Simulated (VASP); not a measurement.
# Yb (Fm-3m) in VASP: notebook

Yb is run at these levels: PBEsol, PBE; tasks: electric field gradients.

Program: VASP 6.6.1. These are calculated values, not measurements. Logs are shortened: lines on timing, memory, paths and dates and some standing lists are left out, and cuts for length are marked.

**1. The cell of the first run**

Symmetry: Fm-3m, No. 225, cubic system. Conventional cell: a = 5.486 Å, b = 5.486 Å, c = 5.486 Å, α = 90.00°, β = 90.00°, γ = 90.00°. Yb (site symmetry m-3m) has 12 Yb at 3.88 Å within 5.1 Å.

**2. Electric field gradients, PBEsol**

Input file INCAR:

```
PREC = Accurate
ENCUT = 520
EDIFF = 1E-8
ISMEAR = -1
SIGMA = 0.05
LREAL = F
LASPH = T
NELM = 80
ALGO = Normal
ISIF = 2
LWAVE = F
LCHARG = F
GGA = PS
LEFG = T
NBANDS = 18
```

Input file KPOINTS:

```
regular mesh
0
Gamma
  12 12 12
```

Input file POSCAR:

```
Yb
1.0
    0.0000000000      2.7431000000      2.7431000000
    2.7431000000      0.0000000000      2.7431000000
    2.7431000000      2.7431000000      0.0000000000
Yb
1
Direct
    0.0000000000      0.0000000000      0.0000000000
```

Potentials or basis: VASP PAW PBE potentials, release 64 (Yb).

Started as:

```sh
$ cat potpaw_PBE.64/Yb/POTCAR > POTCAR
$ mpirun -np 1 vasp_std > vasp.out
```

OUTCAR:

```text
PREC = Accurate
   ENCUT = 520
   EDIFF = 1E-8
   ISMEAR = -1
   LREAL = F
   LASPH = T
   NELM = 80
   ISIF = 2
   GGA = PS

 ion  position               nearest neighbor table
   1  0.000  0.000  0.000-

  LATTYP: Found a face centered cubic cell.
 ALAT       =     5.4862000000

  Lattice vectors:

 A1 = (   0.0000000000,   2.7431000000,   2.7431000000)
 A2 = (   2.7431000000,   0.0000000000,   2.7431000000)
 A3 = (   2.7431000000,   2.7431000000,   0.0000000000)

Analysis of symmetry for initial positions (statically):
=====================================================================
 Subroutine PRICEL returns:
 Original cell was already a primitive cell.

 Routine SETGRP: Setting up the symmetry group for a
 face centered cubic supercell.

 Subroutine GETGRP returns: Found 48 space group operations
 (whereof 48 operations were pure point group operations)
 out of a pool of 48 trial point group operations.

The static configuration has the point symmetry O_h .

Analysis of symmetry for dynamics (positions and initial velocities):
=====================================================================
 Subroutine PRICEL returns:
 Original cell was already a primitive cell.

 Routine SETGRP: Setting up the symmetry group for a
 face centered cubic supercell.

 Subroutine GETGRP returns: Found 48 space group operations
 (whereof 48 operations were pure point group operations)
 out of a pool of 48 trial point group operations.

The dynamic configuration has the point symmetry O_h .

 Subroutine INISYM returns: Found 48 space group operations
 (whereof 48 operations are pure point group operations),
 and found     1 'primitive' translations

----------------------------------------------------------------------------------------

                                     Primitive cell

  volume of cell :      41.2814

  direct lattice vectors                    reciprocal lattice vectors
     0.000000000  2.743100000  2.743100000    -0.182275528  0.182275528  0.182275528
     2.743100000  0.000000000  2.743100000     0.182275528 -0.182275528  0.182275528
     2.743100000  2.743100000  0.000000000     0.182275528  0.182275528 -0.182275528

  length of vectors
     3.879329223  3.879329223  3.879329223     0.315710475  0.315710475  0.315710475

  position of ions in fractional coordinates (direct lattice)
     0.000000000  0.000000000  0.000000000

  ion indices of the primitive-cell ions
   primitive index   ion index
                 1           1

----------------------------------------------------------------------------------------

 KPOINTS: regular mesh

Automatic generation of k-mesh.
 Grid dimensions read from file:
 generate k-points for:   12   12   12

 Generating k-lattice:

  Cartesian coordinates                     Fractional coordinates (reciprocal lattice)
    -0.015189627  0.015189627  0.015189627     0.083333333  0.000000000  0.000000000
     0.015189627 -0.015189627  0.015189627     0.000000000  0.083333333  0.000000000
     0.015189627  0.015189627 -0.015189627     0.000000000  0.000000000  0.083333333

  Length of vectors
     0.026309206  0.026309206  0.026309206

  Shift w.r.t. Gamma in fractional coordinates (k-lattice)
     0.000000000  0.000000000  0.000000000

 Subroutine IBZKPT returns following result:
 ===========================================

 Found     72 irreducible k-points:

 Following reciprocal coordinates:
            Coordinates               Weight
  0.000000  0.000000  0.000000      1.000000
  0.083333  0.000000  0.000000      8.000000
  0.166667  0.000000  0.000000      8.000000
  0.250000  0.000000  0.000000      8.000000
  0.333333  0.000000  0.000000      8.000000
  0.416667  0.000000  0.000000      8.000000
[... 16 lines left out ...]
  0.500000  0.166667  0.000000     24.000000
 -0.416667  0.166667  0.000000     24.000000
 [... further k-points ...]
   k-points           NKPTS =     72   k-points in BZ     NKDIM =     72   number of bands    NBANDS=     18
   number of dos      NEDOS =    301   number of ions     NIONS =      1
   total plane-waves  NPLWV =  27000
   dimension x,y,z NGX =    30 NGY =   30 NGZ =   30
   dimension x,y,z NGXF=    60 NGYF=   60 NGZF=   60
   ions per type =               1
   NGX,Y,Z   is equivalent  to a cutoff of  12.86, 12.86, 12.86 a.u.
   NGXF,Y,Z  is equivalent  to a cutoff of  25.71, 25.71, 25.71 a.u.
 SYSTEM =  unknown system
   PREC   = accura    normal or accurate (medium, high low for compatibility)
   ISTART =      0    job   : 0-new  1-cont  2-samecut
   ICHARG =      2    charge: 1-file 2-atom 10-const
   ISPIN  =      1    spin polarized calculation?
   LNONCOLLINEAR =      F non collinear calculations
   LSORBIT =      F    spin-orbit coupling
   LASPH  =      T    aspherical Exc in radial PAW
   ENCUT  =  520.0 eV  38.22 Ry    6.18 a.u.   7.21  7.21  7.21*2*pi/ulx,y,z
   NELM   =     80;   NELMIN=  2; NELMDL= -5     # of ELM steps
   EDIFF  = 0.1E-07   stopping-criterion for ELM
   LREAL  =      F    real-space projection
   EDIFFG = 0.1E-06   stopping-criterion for IOM
   NSW    =      0    number of steps for IOM
   IBRION =     -1    ionic relax: 0-MD 1-quasi-New 2-CG
   NFREE  =      0    steps in history (QN), initial steepest desc. (CG)
   ISIF   =      2    stress and relaxation
   ISYM   =      2    0-nonsym 1-usesym 2-fastsym
   POTIM  = 0.5000    time-step for ionic-motion
   TEBEG  =    0.0;   TEEND  =   0.0 temperature during run
   PSTRESS=    0.0 pullay stress
   NELECT =      24.0000    total number of electrons
   NUPDOWN=      -1.0000    fix difference up-down
   EMIN   =  10.00;   EMAX   =-10.00  energy-range for DOS
   EFERMI =   0.00;   METHOD = LEGACY
   ISMEAR =    -1;   SIGMA  =   0.05  broadening in eV -4-tet -1-fermi 0-gaus
   EFERMI_NEDOS =   21; number of points for ismear=-14 and -15
   IALGO  =     38    algorithm
   IMIX   =      4    mixing-type and parameters
     AMIX     =   0.40;   BMIX     =  1.00
     AMIX_MAG =   1.60;   BMIX_MAG =  1.00
  volume/ion in A,a.u.               =      41.28       278.58
  Fermi-wavevector in a.u.,A,eV,Ry     =   1.366345  2.582017 25.400687  1.866898
  Thomas-Fermi vector in A             =   2.492493
   LORBIT       =      0    0 simple, 1 ext, 2 COOP (PROOUT), +10 PAW based schemes
   GGA     = PS    functional components
   LHFCALC =     F    Hartree Fock is set to
   AEXX    =    0.0000 exact exchange contribution
   IVDW    =     0    specifies the selected vdW correction
   LEPSILON=     F    determine dielectric tensor
   LRPA    =     F    only Hartree local field effects (RPA)
 non-spin polarized calculation
  energy-cutoff  :      520.00
  volume of cell :       41.28
 maximum number of plane-waves:      1139
 NGX is ok and might be reduce to    30
   NGX = 15   NGY = 15   NGZ = 15

 number of electron      23.9999992 magnetization

 Free energy of the ion-electron system (eV)
  ---------------------------------------------------
  ext. energy  EPLUGINS =         0.00000000
  ---------------------------------------------------
  free energy    TOTEN  =        -3.80724706 eV

  energy without entropy =       -3.79050346  energy(sigma->0) =       -3.79887526

 E-fermi :   1.0514     XC(G=0):  -8.9663

 val. band max:        0.9989541662   @ k =  -0.3333   0.4167   0.1667
 cond. band min:       1.0572356622   @ k =  -0.4167   0.2500   0.0000
 fundamental gap:      0.0582814960
 Fermi energy:         1.0513965971

 k-point     1 :       0.0000    0.0000    0.0000
  band No.  band energies     occupation
      1     -50.7992      2.00000
      2     -23.0507      2.00000
      3     -23.0507      2.00000
      4     -23.0507      2.00000
      5      -3.8227      2.00000
      6       0.6159      1.99967
[... 10 lines left out ...]
     17       5.5890      0.00000
     18       9.9675      0.00000

 k-point     2 :       0.0833    0.0000    0.0000
  band No.  band energies     occupation
      1     -50.7986      2.00000
      2     -23.0651      2.00000
      3     -23.0527      2.00000
      4     -23.0527      2.00000
      5      -3.6822      2.00000
      6       0.6175      1.99966
[... 10 lines left out ...]
     17       5.5059      0.00000
     18      10.3064      0.00000

 k-point     3 :       0.1667    0.0000    0.0000
  band No.  band energies     occupation
      1     -50.7971      2.00000
      2     -23.1043      2.00000
      3     -23.0581      2.00000
      4     -23.0581      2.00000
      5      -3.2737      2.00000
      6       0.6226      1.99962
[... 10 lines left out ...]
     17       5.3913      0.00000
     18      10.2906      0.00000

 k-point     4 :       0.2500    0.0000    0.0000
  band No.  band energies     occupation
      1     -50.7950      2.00000
      2     -23.1573      2.00000
      3     -23.0655      2.00000
      4     -23.0655      2.00000
      5      -2.6384      2.00000
      6       0.6309      1.99955
[... 10 lines left out ...]
     17       5.5534      0.00000
     18       9.2928      0.00000

 k-point     5 :       0.3333    0.0000    0.0000
  band No.  band energies     occupation
      1     -50.7929      2.00000
      2     -23.2094      2.00000
      3     -23.0730      2.00000
      4     -23.0730      2.00000
      5      -1.8566      2.00000
      6       0.6400      1.99947
[... 10 lines left out ...]
     17       6.0578      0.00000
     18       8.4139      0.00000

 k-point     6 :       0.4167    0.0000    0.0000
  band No.  band energies     occupation
      1     -50.7914      2.00000
      2     -23.2472      2.00000
      3     -23.0784      2.00000
      4     -23.0784      2.00000
      5      -1.0853      2.00000
      6       0.6441      1.99942
[... 307 lines left out ...]
 k-point    21 :       0.3333    0.1667    0.0000
  band No.  band energies     occupation
      1     -50.7929      2.00000
      2     -23.1797      2.00000
      3     -23.0879      2.00000
      4     -23.0874      2.00000
      5      -1.9441      2.00000
      6       0.6443      1.99942
[... 10 lines left out ...]
     17       6.4016      0.00000
     18       9.3196      0.00000

 k-point    22 :       0.4167    0.1667    0.0000
  band No.  band energies     occupation
      1     -50.7912      2.00000
      2     -23.2174      2.00000
      3     -23.1001      2.00000
      4     -23.0921      2.00000
      5      -1.1499      2.00000
      6       0.6523      1.99932
[... 10 lines left out ...]
     17       6.8491      0.00000
     18       7.9868      0.00000

 k-point    23 :       0.5000    0.1667    0.0000
  band No.  band energies     occupation
      1     -50.7901      2.00000
      2     -23.2398      2.00000
      3     -23.1113      2.00000
      4     -23.0924      2.00000
      5      -0.4099      2.00000
      6       0.6483      1.99937
[... 10 lines left out ...]
     17       6.9821      0.00000
     18       7.2777      0.00000

 k-point    24 :      -0.4167    0.1667    0.0000
  band No.  band energies     occupation
      1     -50.7900      2.00000
      2     -23.2416      2.00000
      3     -23.1183      2.00000
      4     -23.0881      2.00000
      5      -0.2434      2.00000
      6       0.6413      1.99945
[... 10 lines left out ...]
     17       6.5973      0.00000
     18       7.5640      0.00000

 [... further k-points ...]
[... 5 lines left out ...]
  --------------------------------------------------------------------------------------
  -------------------------------------------------------------------------------------
  Total       -0.9257279     -0.9257279     -0.9257279      0.0000000      0.0000000      0.0000000
  in kB      -35.9284935    -35.9284935    -35.9284935      0.0000000      0.0000000      0.0000000
  external PRESSURE =     -35.9284935 kB  Pullay stress =       0.0000000 kB

 VOLUME and BASIS-vectors are now :
 -----------------------------------------------------------------------------
  energy-cutoff  :      520.00
  volume of cell :       41.28
      direct lattice vectors                 reciprocal lattice vectors
     0.000000000  2.743100000  2.743100000    -0.182275528  0.182275528  0.182275528
     2.743100000  0.000000000  2.743100000     0.182275528 -0.182275528  0.182275528
     2.743100000  2.743100000  0.000000000     0.182275528  0.182275528 -0.182275528

 POSITION                                       TOTAL-FORCE (eV/Angst)
 -----------------------------------------------------------------------------------
      0.00000      0.00000      0.00000        -0.000000     -0.000000     -0.000000
 -----------------------------------------------------------------------------------
    total drift:                               -0.000000     -0.000000      0.000000

  FREE ENERGIE OF THE ION-ELECTRON SYSTEM (eV)
  ---------------------------------------------------
  free  energy   TOTEN  =        -3.8072470593 eV

  energy  without entropy=       -3.7905034592  energy(sigma->0) =       -3.79887526

 Electric field gradients (V/A^2)
---------------------------------------------------------------------
 ion       V_xx      V_yy      V_zz      V_xy      V_xz      V_yz
---------------------------------------------------------------------
   1      -0.000    -0.000    -0.000     0.003     0.003     0.003
---------------------------------------------------------------------

 Electric field gradients after diagonalization (V/A^2)
 (convention: |V_zz| > |V_xx| > |V_yy|)
----------------------------------------------------------------------
 ion       V_xx      V_yy      V_zz     asymmetry (V_yy - V_xx)/ V_zz
----------------------------------------------------------------------
   1      -0.003    -0.003     0.006       0.000
----------------------------------------------------------------------

           NMR quadrupolar parameters

 Cq : quadrupolar parameter    Cq=e*Q*V_zz/h
 eta: asymmetry parameters     (V_yy - V_xx)/ V_zz
 Q  : nuclear electric quadrupole moment in mb (millibarn)
----------------------------------------------------------------------
 ion       Cq(MHz)       eta       Q (mb)
----------------------------------------------------------------------
   1       0.000       0.000       1.000
----------------------------------------------------------------------
```

Wall time 2.5 min (1 thread of Intel Xeon Platinum 8488C (Sapphire Rapids), shared host); peak memory 0.22 GiB.

Results:

```
Free energy                             : -3.8072 eV
Pressure                                : -3.6 GPa
Band gap on the k mesh                  : zero (bands 12 and 13 overlap by 0.07 eV)
Largest electric field gradient by atom : under 0.05 V/Å² on every atom
```

Levels at points of the mesh, in eV from the Fermi level:
```csv
k point,band 9,band 10,band 11,band 12,band 13,band 14,band 15,band 16
"(0.00, 0.00, 0.00)",-0.36,-0.28,-0.28,-0.28,2.70,2.70,2.70,4.54
"(0.50, 0.00, 0.00)",-0.37,-0.30,-0.30,-0.28,0.13,2.51,2.51,5.87
"(0.50, 0.50, 0.00)",-0.36,-0.32,-0.31,-0.31,0.27,1.29,5.89,6.26
```

Caveat: the cell stands under tension; the PAW data sets were made with another functional, which shifts forces and pressure a little; spin-orbit coupling is left out, which moves the levels of the heavy elements. Spin polarisation is off, so any magnetic state and its effect on volume and gap are missing.

[end of part 1 of 2]

The gap in the log of VASP goes by the Fermi energy; the results here count the filled bands.